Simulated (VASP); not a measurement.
Here is a VASP 6.6.1 calculation.

The input INCAR:

```
ALGO = Normal
EDIFF = 1E-6
ENCUT = 500
GGA = PE
GGA_COMPAT = F
ISIF = 2
ISMEAR = 0
LASPH = T
LCHARG = T
LELF = T
LREAL = F
LVHAR = T
LWAVE = F
NBANDS = 36
NELM = 120
PREC = Accurate
SIGMA = 0.2
```

File KPOINTS:

```
k-points
0
Gamma
  3 3 3
```

POSCAR

```
Si3Bi2Te2
1.0
    5.7996152175      0.0000000000      0.0000000000
    0.0000000000      5.7996152175      0.0000000000
    0.0000000000      0.0000000000      6.6462006124
Si Bi Te
3 2 2
Direct
    0.0000000000      0.5000000000      0.5039501375
    0.5000000000      0.0000000000      0.5039501375
    0.0000000000      0.0000000000      0.5480774947
    0.5000000000      0.5000000000      0.4675905576
    0.5000000000      0.5000000000      0.0065111829
    0.0000000000      0.5000000000      0.8928025649
    0.5000000000      0.0000000000      0.8928025649
```

Potentials or basis: VASP PAW PBE potentials, release 64 (Si, Bi_d, Te).

Run with:

```sh
$ cat potpaw_PBE.64/Si/POTCAR potpaw_PBE.64/Bi_d/POTCAR potpaw_PBE.64/Te/POTCAR > POTCAR
$ mpirun -np 1 vasp_std > vasp.out
```

(1) Estimate the largest force.

(2) What does it give for the pressure?

Answers

(1) 0.062 eV/Å.

(2) 0.1 GPa.

Caveat: the k points lie up to 0.36 Å⁻¹ apart.
